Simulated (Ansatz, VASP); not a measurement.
## One calculation of W, two programs

Contents of INCAR:

```
SYSTEM = W
PREC = Accurate
ENCUT = 520
EDIFF = 1E-6
ISMEAR = -1
SIGMA = 0.05
LREAL = .False.
LASPH = .True.
NELM = 60
ALGO = Normal
ISIF = 2
LWAVE = .False.
LCHARG = .False.
GGA = CA
NBANDS = 13
```

The input KPOINTS:

```
regular mesh
0
Gamma
  14 14 14
  0 0 0
```

Contents of POSCAR:

```
W
1.0
    0.0000000000      2.0367442356      2.0367442356
    2.0367442356      0.0000000000      2.0367442356
    2.0367442356      2.0367442356      0.0000000000
W
1
Direct
    0.0000000000      0.0000000000      0.0000000000
```

Input for Ansatz:

```yaml
crystal:
  lattice:
    - [0.0, 2.0367442356, 2.0367442356]
    - [2.0367442356, 0.0, 2.0367442356]
    - [2.0367442356, 2.0367442356, 0.0]
  atoms:
    - { symbol: W, position: [0.0, 0.0, 0.0] }
kpoints:
  mp_grid: { grid: [14, 14, 14] }
  band_path:
    path:
      - [0.0, 0.0, 0.0]
      - [0.5, 0.0, 0.5]
      - [0.625, 0.25, 0.625]
      - [0.375, 0.375, 0.75]
      - [0.0, 0.0, 0.0]
      - [0.5, 0.5, 0.5]
      - [0.5, 0.25, 0.75]
      - [0.5, 0.0, 0.5]
    npoints: 5
scf:
  occupations: { method: fermi_dirac, width: 0.05 }
hamiltonian:
  xc: lda
  pseudopotentials: { kind: all_electron, lapw: { basis_error: 0.00025 } }
output:
  forces: true
  stress: true
  eigenvalues: true
```

Change from the starting cell: volume scaled by 1.01.

Alike in both runs: task single point; functional LDA; k mesh 14 × 14 × 14; occupations fermi-dirac, width 0.05 eV; no spin polarisation.

|  | VASP | Ansatz |
| --- | --- | --- |
| version | VASP 6.6.1 | Ansatz 0.2.0 |
| potentials or method | VASP PAW LDA potentials, release 64 (W_sv), cutoff 520 eV | all-electron LAPW, scalar-relativistic |

```tsv
	VASP	Ansatz	Ansatz less VASP
pressure (GPa)	-18.7	-20.0	-1.27
```

LDA's correlation is that of Perdew and Zunger in VASP and of Perdew and Wang (1992) in Ansatz. Ansatz ran all-electron here, and VASP with PAW potentials.

Neither program's run includes spin-orbit coupling.
